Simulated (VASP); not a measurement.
# TiPd (P4/mmm) in VASP: further runs

TiPd is run at these levels: LDA; tasks: single point.

All numbers are computed with VASP 6.6.1; they aren't measurements. Logs are shortened: lines on timing, memory, paths and dates and some standing lists are left out, and cuts for length are marked.

## (1) The cell of the first run

It takes space group P4/mmm (No. 123, tetragonal). Conventional cell: a = 2.718 Å, b = 2.718 Å, c = 3.732 Å, α = 90.00°, β = 90.00°, γ = 90.00°. Within 3.5 Å of Ti (site symmetry 4/mmm) lie 8 Pd at 2.68 Å and 4 Ti at 2.72 Å. Pd (site symmetry 4/mmm) has 8 Ti at 2.68 Å and 4 Pd at 2.72 Å within 3.5 Å.

## (2) Single point, LDA

The input, INCAR:

```
PREC = Accurate
ENCUT = 520
EDIFF = 1E-6
ISMEAR = -1
SIGMA = 0.05
LREAL = F
LASPH = T
NELM = 60
ALGO = Normal
ISIF = 2
LWAVE = F
LCHARG = F
NBANDS = 18
```

The input, KPOINTS:

```
Automatic mesh
0
Gamma
  8 8 6
```

The input, POSCAR:

```
TiPd
1.0
    2.7175716603      0.0000000000      0.0000000000
    0.0000000000      2.7175716603      0.0000000000
    0.0000000000      0.0000000000      3.7323541054
Ti Pd
1 1
Direct
    0.0000000000      0.0000000000      0.0000000000
    0.5000000000      0.5000000000      0.5000000000
```

Potentials or basis: VASP PAW LDA potentials, release 64 (Ti_sv, Pd).

Launch:

```console
$ cat potpaw_LDA.64/Ti_sv/POTCAR potpaw_LDA.64/Pd/POTCAR > POTCAR
$ mpirun -np 1 vasp_std > vasp.out
```

OUTCAR:

```text
PREC = Accurate
   ENCUT = 520
   EDIFF = 1E-6
   ISMEAR = -1
   LREAL = F
   LASPH = T
   NELM = 60
   ISIF = 2

 ion  position               nearest neighbor table
   1  0.000  0.000  0.000-   2 2.68   2 2.68   2 2.68   2 2.68   2 2.68   2 2.68   2 2.68   2 2.68

   2  0.500  0.500  0.500-   1 2.68   1 2.68   1 2.68   1 2.68   1 2.68   1 2.68   1 2.68   1 2.68

  LATTYP: Found a simple tetragonal cell.
 ALAT       =     2.7175716603
 C/A-ratio  =     1.3734151559

  Lattice vectors:

 A1 = (   2.7175716603,   0.0000000000,   0.0000000000)
 A2 = (   0.0000000000,   2.7175716603,   0.0000000000)
 A3 = (   0.0000000000,   0.0000000000,   3.7323541054)

Analysis of symmetry for initial positions (statically):
=====================================================================
 Subroutine PRICEL returns:
 Original cell was already a primitive cell.

 Routine SETGRP: Setting up the symmetry group for a
 simple tetragonal supercell.

 Subroutine GETGRP returns: Found 16 space group operations
 (whereof 16 operations were pure point group operations)
 out of a pool of 16 trial point group operations.

The static configuration has the point symmetry D_4h.

Analysis of symmetry for dynamics (positions and initial velocities):
=====================================================================
 Subroutine PRICEL returns:
 Original cell was already a primitive cell.

 Routine SETGRP: Setting up the symmetry group for a
 simple tetragonal supercell.

 Subroutine GETGRP returns: Found 16 space group operations
 (whereof 16 operations were pure point group operations)
 out of a pool of 16 trial point group operations.

The dynamic configuration has the point symmetry D_4h.

 Subroutine INISYM returns: Found 16 space group operations
 (whereof 16 operations are pure point group operations),
 and found     1 'primitive' translations

----------------------------------------------------------------------------------------

                                     Primitive cell

  volume of cell :      27.5642

  direct lattice vectors                    reciprocal lattice vectors
     2.717571660  0.000000000  0.000000000     0.367975577  0.000000000  0.000000000
     0.000000000  2.717571660  0.000000000     0.000000000  0.367975577  0.000000000
     0.000000000  0.000000000  3.732354105     0.000000000  0.000000000  0.267927418

  length of vectors
     2.717571660  2.717571660  3.732354105     0.367975577  0.367975577  0.267927418

  position of ions in fractional coordinates (direct lattice)
     0.000000000  0.000000000  0.000000000
     0.500000000  0.500000000  0.500000000

  ion indices of the primitive-cell ions
   primitive index   ion index
                 1           1
                 2           2

----------------------------------------------------------------------------------------

 KPOINTS: Automatic mesh

Automatic generation of k-mesh.
 Grid dimensions read from file:
 generate k-points for:    8    8    6

 Generating k-lattice:

  Cartesian coordinates                     Fractional coordinates (reciprocal lattice)
     0.045996947  0.000000000  0.000000000     0.125000000  0.000000000  0.000000000
     0.000000000  0.045996947  0.000000000     0.000000000  0.125000000  0.000000000
     0.000000000  0.000000000  0.044654570     0.000000000  0.000000000  0.166666667

  Length of vectors
     0.045996947  0.045996947  0.044654570

  Shift w.r.t. Gamma in fractional coordinates (k-lattice)
     0.000000000  0.000000000  0.000000000

 Subroutine IBZKPT returns following result:
 ===========================================

 Found     60 irreducible k-points:

 Following reciprocal coordinates:
            Coordinates               Weight
  0.000000  0.000000  0.000000      1.000000
  0.125000  0.000000  0.000000      4.000000
  0.250000  0.000000  0.000000      4.000000
  0.375000  0.000000  0.000000      4.000000
  0.500000  0.000000  0.000000      2.000000
  0.125000  0.125000  0.000000      4.000000
[... 16 lines left out ...]
  0.375000  0.125000  0.166667     16.000000
  0.500000  0.125000  0.166667      8.000000
 [... further k-points ...]
   k-points           NKPTS =     60   k-points in BZ     NKDIM =     60   number of bands    NBANDS=     18
   number of dos      NEDOS =    301   number of ions     NIONS =      2
   total plane-waves  NPLWV =  11200
   dimension x,y,z NGX =    20 NGY =   20 NGZ =   28
   dimension x,y,z NGXF=    40 NGYF=   40 NGZF=   56
   ions per type =               1   1
   NGX,Y,Z   is equivalent  to a cutoff of  12.23, 12.23, 12.47 a.u.
   NGXF,Y,Z  is equivalent  to a cutoff of  24.47, 24.47, 24.94 a.u.
 SYSTEM =  unknown system
   PREC   = accura    normal or accurate (medium, high low for compatibility)
   ISTART =      0    job   : 0-new  1-cont  2-samecut
   ICHARG =      2    charge: 1-file 2-atom 10-const
   ISPIN  =      1    spin polarized calculation?
   LNONCOLLINEAR =      F non collinear calculations
   LSORBIT =      F    spin-orbit coupling
   LASPH  =      T    aspherical Exc in radial PAW
   ENCUT  =  520.0 eV  38.22 Ry    6.18 a.u.   5.05  5.05  6.94*2*pi/ulx,y,z
   NELM   =     60;   NELMIN=  2; NELMDL= -5     # of ELM steps
   EDIFF  = 0.1E-05   stopping-criterion for ELM
   LREAL  =      F    real-space projection
   EDIFFG = 0.1E-04   stopping-criterion for IOM
   NSW    =      0    number of steps for IOM
   IBRION =     -1    ionic relax: 0-MD 1-quasi-New 2-CG
   NFREE  =      0    steps in history (QN), initial steepest desc. (CG)
   ISIF   =      2    stress and relaxation
   ISYM   =      2    0-nonsym 1-usesym 2-fastsym
   POTIM  = 0.5000    time-step for ionic-motion
   TEBEG  =    0.0;   TEEND  =   0.0 temperature during run
   PSTRESS=    0.0 pullay stress
   NELECT =      22.0000    total number of electrons
   NUPDOWN=      -1.0000    fix difference up-down
   EMIN   =  10.00;   EMAX   =-10.00  energy-range for DOS
   EFERMI =   0.00;   METHOD = LEGACY
   ISMEAR =    -1;   SIGMA  =   0.05  broadening in eV -4-tet -1-fermi 0-gaus
   EFERMI_NEDOS =   21; number of points for ismear=-14 and -15
   IALGO  =     38    algorithm
   IMIX   =      4    mixing-type and parameters
     AMIX     =   0.40;   BMIX     =  1.00
     AMIX_MAG =   1.60;   BMIX_MAG =  1.00
  volume/ion in A,a.u.               =      13.78        93.01
  Fermi-wavevector in a.u.,A,eV,Ry     =   1.518568  2.869677 31.375679  2.306047
  Thomas-Fermi vector in A             =   2.627671
   LORBIT       =      0    0 simple, 1 ext, 2 COOP (PROOUT), +10 PAW based schemes
   GGA     = CA    functional components
   LHFCALC =     F    Hartree Fock is set to
   AEXX    =    0.0000 exact exchange contribution
   IVDW    =     0    specifies the selected vdW correction
   LEPSILON=     F    determine dielectric tensor
   LRPA    =     F    only Hartree local field effects (RPA)
 non-spin polarized calculation
  energy-cutoff  :      520.00
  volume of cell :       27.56
 maximum number of plane-waves:       760
   NGX = 11   NGY = 11   NGZ = 13

 number of electron      22.0000000 magnetization

 Free energy of the ion-electron system (eV)
  ---------------------------------------------------
  ext. energy  EPLUGINS =         0.00000000
  ---------------------------------------------------
  free energy    TOTEN  =       -16.15150162 eV

  energy without entropy =      -16.13206133  energy(sigma->0) =      -16.14178148

 E-fermi :  11.4151     XC(G=0): -13.4535

 val. band max:       11.4077580617   @ k =   0.5000   0.2500   0.5000
 cond. band min:      11.4368519200   @ k =   0.5000   0.1250   0.5000
 fundamental gap:      0.0290938583
 Fermi energy:        11.4151217359

 k-point     1 :       0.0000    0.0000    0.0000
  band No.  band energies     occupation
      1     -44.7663      2.00000
      2     -21.4687      2.00000
      3     -21.0196      2.00000
      4     -21.0196      2.00000
      5       3.5705      2.00000
      6       5.2911      2.00000
[... 10 lines left out ...]
     17      23.9407      0.00000
     18      24.1534      0.00000

 k-point     2 :       0.1250    0.0000    0.0000
  band No.  band energies     occupation
      1     -44.7522      2.00000
      2     -21.4593      2.00000
      3     -21.1261      2.00000
      4     -21.0108      2.00000
      5       3.9698      2.00000
      6       5.4809      2.00000
[... 10 lines left out ...]
     17      22.5230      0.00000
     18      23.7794      0.00000

 k-point     3 :       0.2500    0.0000    0.0000
  band No.  band energies     occupation
      1     -44.7181      2.00000
      2     -21.4365      2.00000
      3     -21.3781      2.00000
      4     -20.9897      2.00000
      5       4.9720      2.00000
      6       5.9072      2.00000
[... 10 lines left out ...]
     17      19.7067      0.00000
     18      23.6230      0.00000

 k-point     4 :       0.3750    0.0000    0.0000
  band No.  band energies     occupation
      1     -44.6837      2.00000
      2     -21.6232      2.00000
      3     -21.4135      2.00000
      4     -20.9685      2.00000
      5       5.8516      2.00000
      6       6.5924      2.00000
[... 10 lines left out ...]
     17      22.1999      0.00000
     18      23.7291      0.00000

 k-point     5 :       0.5000    0.0000    0.0000
  band No.  band energies     occupation
      1     -44.6694      2.00000
      2     -21.7228      2.00000
      3     -21.4040      2.00000
      4     -20.9596      2.00000
      5       6.1182      2.00000
      6       6.6505      2.00000
[... 10 lines left out ...]
     17      24.2172      0.00000
     18      24.7483      0.00000

 k-point     6 :       0.1250    0.1250    0.0000
  band No.  band energies     occupation
      1     -44.7383      2.00000
      2     -21.4494      2.00000
      3     -21.1235      2.00000
      4     -21.1089      2.00000
      5       4.3581      2.00000
      6       5.7214      2.00000
[... 10 lines left out ...]
     17      23.0786      0.00000
     18      23.3219      0.00000

 k-point     7 :       0.2500    0.1250    0.0000
  band No.  band energies     occupation
      1     -44.7046      2.00000
      2     -21.4253      2.00000
      3     -21.3657      2.00000
      4     -21.0916      2.00000
      5       5.3108      2.00000
      6       6.1138      2.00000
[... 10 lines left out ...]
     17      20.2173      0.00000
     18      23.5750      0.00000

 k-point     8 :       0.3750    0.1250    0.0000
  band No.  band energies     occupation
      1     -44.6706      2.00000
      2     -21.6078      2.00000
      3     -21.4012      2.00000
      4     -21.0677      2.00000
      5       6.2148      2.00000
      6       6.5695      2.00000
[... 10 lines left out ...]
     17      22.3614      0.00000
     18      23.7400      0.00000
[... 229 lines left out ...]
     17      20.4544      0.00000
     18      24.7434      0.00000

 k-point    20 :       0.5000    0.0000    0.1667
  band No.  band energies     occupation
      1     -44.6695      2.00000
      2     -21.7179      2.00000
      3     -21.4075      2.00000
      4     -20.9589      2.00000
      5       5.9730      2.00000
      6       6.1895      2.00000
[... 10 lines left out ...]
     17      21.8840      0.00000
     18      23.0007      0.00000

 k-point    21 :       0.1250    0.1250    0.1667
  band No.  band energies     occupation
      1     -44.7374      2.00000
      2     -21.4606      2.00000
      3     -21.1222      2.00000
      4     -21.1098      2.00000
      5       4.6645      2.00000
      6       5.9184      2.00000
[... 10 lines left out ...]
     17      23.7839      0.00000
     18      23.8402      0.00000

 k-point    22 :       0.2500    0.1250    0.1667
  band No.  band energies     occupation
      1     -44.7041      2.00000
      2     -21.4340      2.00000
      3     -21.3635      2.00000
      4     -21.0916      2.00000
      5       5.4900      2.00000
      6       6.2587      2.00000
[... 10 lines left out ...]
     17      20.8826      0.00000
     18      25.2632      0.00000

 k-point    23 :       0.3750    0.1250    0.1667
  band No.  band energies     occupation
      1     -44.6704      2.00000
      2     -21.6046      2.00000
      3     -21.4066      2.00000
      4     -21.0675      2.00000
      5       6.0534      2.00000
      6       6.4558      2.00000
[... 10 lines left out ...]
     17      20.4531      0.00000
     18      24.8791      0.00000

 k-point    24 :       0.5000    0.1250    0.1667
  band No.  band energies     occupation
      1     -44.6564      2.00000
      2     -21.7025      2.00000
      3     -21.3954      2.00000
      4     -21.0574      2.00000
      5       6.1642      2.00000
      6       6.4301      2.00000
[... 10 lines left out ...]
     17      21.8848      0.00000
     18      23.0032      0.00000

 [... further k-points ...]
[... 5 lines left out ...]
  --------------------------------------------------------------------------------------
  -------------------------------------------------------------------------------------
  Total        1.9280466      1.9280466      2.0403028      0.0000000      0.0000000      0.0000000
  in kB      112.0684203    112.0684203    118.5933569      0.0000000      0.0000000      0.0000000
  external PRESSURE =     114.2433992 kB  Pullay stress =       0.0000000 kB

 VOLUME and BASIS-vectors are now :
 -----------------------------------------------------------------------------
  energy-cutoff  :      520.00
  volume of cell :       27.56
      direct lattice vectors                 reciprocal lattice vectors
     2.717571660  0.000000000  0.000000000     0.367975577  0.000000000  0.000000000
     0.000000000  2.717571660  0.000000000     0.000000000  0.367975577  0.000000000
     0.000000000  0.000000000  3.732354105     0.000000000  0.000000000  0.267927418

 POSITION                                       TOTAL-FORCE (eV/Angst)
 -----------------------------------------------------------------------------------
      0.00000      0.00000      0.00000         0.000000      0.000000      0.000000
      1.35879      1.35879      1.86618         0.000000      0.000000      0.000000
 -----------------------------------------------------------------------------------
    total drift:                               -0.000000      0.000000      0.000000

  FREE ENERGIE OF THE ION-ELECTRON SYSTEM (eV)
  ---------------------------------------------------
  free  energy   TOTEN  =       -16.1515016214 eV

  energy  without entropy=      -16.1320613337  energy(sigma->0) =      -16.14178148
```

Wall time 42 s (1 thread of Intel Xeon 8259CL, shared host); peak memory 0.14 GiB.

Results:

```
Free energy            : -16.1515 eV
Pressure               : 11.4 GPa
Band gap on the k mesh : zero (band 11 reaches 14.06 eV, above the bottom of band 12 at 10.08 eV)
```

Stress tensor (GPa, compression positive):
```
11.21  0.00  0.00
 0.00 11.21  0.00
 0.00  0.00 11.86
```

## (3) Single point, LDA

This run uses another cell than the first one, of 14.16 Å³/atom, 1.028 times its volume.

The input, INCAR:

```
PREC     = Accurate       # precision mode
ENCUT    = 520            # plane-wave cutoff, eV
EDIFF    = 1E-7           # SCF threshold, eV
ISMEAR   = -1             # smearing method
SIGMA    = 0.05           # smearing width, eV
LREAL    = F              # projectors in reciprocal space
LASPH    = T              # aspherical terms in the spheres
NELM     = 80             # most SCF steps
ALGO     = Normal         # electronic algorithm
ISIF     = 2              # what is computed and relaxed
LWAVE    = F              # write WAVECAR
LCHARG   = F              # write CHGCAR
NBANDS   = 18             # bands
```

KPOINTS is that of step 2.

The input, POSCAR:

```
TiPd
1.0
    2.7425049031      0.0000000000      0.0000000000
    0.0000000000      2.7425049031      0.0000000000
    0.0000000000      0.0000000000      3.7665977990
Ti Pd
1 1
Direct
    0.0000000000      0.0000000000      0.0000000000
    0.5000000000      0.5000000000      0.5000000000
```

Potentials or basis: VASP PAW LDA potentials, release 64 (Ti_sv, Pd).

Launch:

```console
$ cat potpaw_LDA.64/Ti_sv/POTCAR potpaw_LDA.64/Pd/POTCAR > POTCAR
$ mpirun -np 1 vasp_std > vasp.out
```

OUTCAR:

```text
PREC = Accurate
   ENCUT = 520
   EDIFF = 1E-7
   ISMEAR = -1
   LREAL = F
   LASPH = T
   NELM = 80
   ISIF = 2

 ion  position               nearest neighbor table
   1  0.000  0.000  0.000-   2 2.70   2 2.70   2 2.70   2 2.70   2 2.70   2 2.70   2 2.70   2 2.70

   2  0.500  0.500  0.500-   1 2.70   1 2.70   1 2.70   1 2.70   1 2.70   1 2.70   1 2.70   1 2.70

  LATTYP: Found a simple tetragonal cell.
 ALAT       =     2.7425049031
 C/A-ratio  =     1.3734151559

[... 190 lines left out ...]
      3     -21.5158      2.00000
      4     -21.5158      2.00000
      5       3.2886      2.00000
      6       5.0701      2.00000
[... 481 lines left out ...]
      5       5.8965      2.00000
      6       6.1584      2.00000
[... 10 lines left out ...]
     17      21.1845      0.00000
     18      22.2606      0.00000

 [... further k-points ...]
[... 5 lines left out ...]
  --------------------------------------------------------------------------------------
  -------------------------------------------------------------------------------------
  Total        0.9160797      0.9160797      0.9428405      0.0000000      0.0000000      0.0000000
  in kB       51.8083504     51.8083504     53.3217911      0.0000000      0.0000000      0.0000000
  external PRESSURE =      52.3128306 kB  Pullay stress =       0.0000000 kB

 VOLUME and BASIS-vectors are now :
 -----------------------------------------------------------------------------
  energy-cutoff  :      520.00
  volume of cell :       28.33
      direct lattice vectors                 reciprocal lattice vectors
     2.742504903  0.000000000  0.000000000     0.364630159  0.000000000  0.000000000
     0.000000000  2.742504903  0.000000000     0.000000000  0.364630159  0.000000000
     0.000000000  0.000000000  3.766597799     0.000000000  0.000000000  0.265491580

 POSITION                                       TOTAL-FORCE (eV/Angst)
 -----------------------------------------------------------------------------------
      0.00000      0.00000      0.00000         0.000000      0.000000      0.000000
      1.37125      1.37125      1.88330         0.000000      0.000000      0.000000
 -----------------------------------------------------------------------------------
    total drift:                               -0.000000      0.000000      0.000000

  FREE ENERGIE OF THE ION-ELECTRON SYSTEM (eV)
  ---------------------------------------------------
  free  energy   TOTEN  =       -16.1914216442 eV

  energy  without entropy=      -16.1711814444  energy(sigma->0) =      -16.18130154
```

Wall time 43 s (1 thread of Intel Xeon 8259CL, shared host); peak memory 0.15 GiB.

What came out:

* Free energy: -16.1914 eV
* Pressure: 5.2 GPa
* Band gap on the k mesh: zero (band 11 reaches 13.53 eV, above the bottom of band 12 at 9.72 eV)

## (4) Single point, LDA

This run uses another cell than the first one, of 14.55 Å³/atom, 1.056 times its volume.

The input, INCAR:

```
SYSTEM = TiPd
PREC = Accurate
ENCUT = 520
EDIFF = 1E-6
ISMEAR = -1
SIGMA = 0.05
LREAL = .False.
LASPH = .True.
NELM = 60
ALGO = Normal
ISIF = 2
LWAVE = .False.
LCHARG = .True.
GGA = CA
LELF = .True.
LVHAR = .True.
NBANDS = 18
```

The input, KPOINTS:

```
Automatic mesh
0
Gamma
  8 8 6
  0 0 0
```

The input, POSCAR:

```
TiPd
1.0
    2.7669928497      0.0000000000      0.0000000000
    0.0000000000      2.7669928497      0.0000000000
    0.0000000000      0.0000000000      3.8002299160
Ti Pd
1 1
Direct
    0.0000000000      0.0000000000      0.0000000000
    0.5000000000      0.5000000000      0.5000000000
```

Launch:

```console
$ cat potpaw_LDA.64/Ti_sv/POTCAR potpaw_LDA.64/Pd/POTCAR > POTCAR
$ mpirun -np 1 vasp_std > vasp.out
```

Run time: 48 s. Hardware: 1 thread of Intel Xeon 8259CL, shared host; peak memory 0.16 GiB.

Results (log left out):

- Free energy: -16.2038 eV
- Pressure: -0.1 GPa
- Band gap on the k mesh: zero (band 11 reaches 13.03 eV, above the bottom of band 12 at 9.38 eV)

Stress tensor (GPa, compression positive):
```
-0.03  0.00  0.00
 0.00 -0.03  0.00
 0.00  0.00 -0.33
```

Levels at points of the mesh, in eV from the Fermi level:
```tsv
k point	band 9	band 10	band 11	band 12	band 13	band 14
(0.00, 0.00, 0.00)	-3.11	-1.94	-0.54	0.65	2.89	2.89
(0.50, 0.00, 0.00)	-2.80	-2.55	-0.94	-0.60	1.35	1.38
(0.50, 0.50, 0.00)	-0.90	0.47	2.45	2.45	2.68	2.68
(0.00, 0.00, 0.50)	-2.80	-2.75	-1.87	-1.21	1.04	1.75
(0.50, 0.00, 0.50)	-3.06	-0.08	0.09	0.27	0.63	2.30
(0.50, 0.50, 0.50)	-2.40	-1.19	-1.19	-0.90	2.10	4.08
```

(Continued in part 2 of 2.)
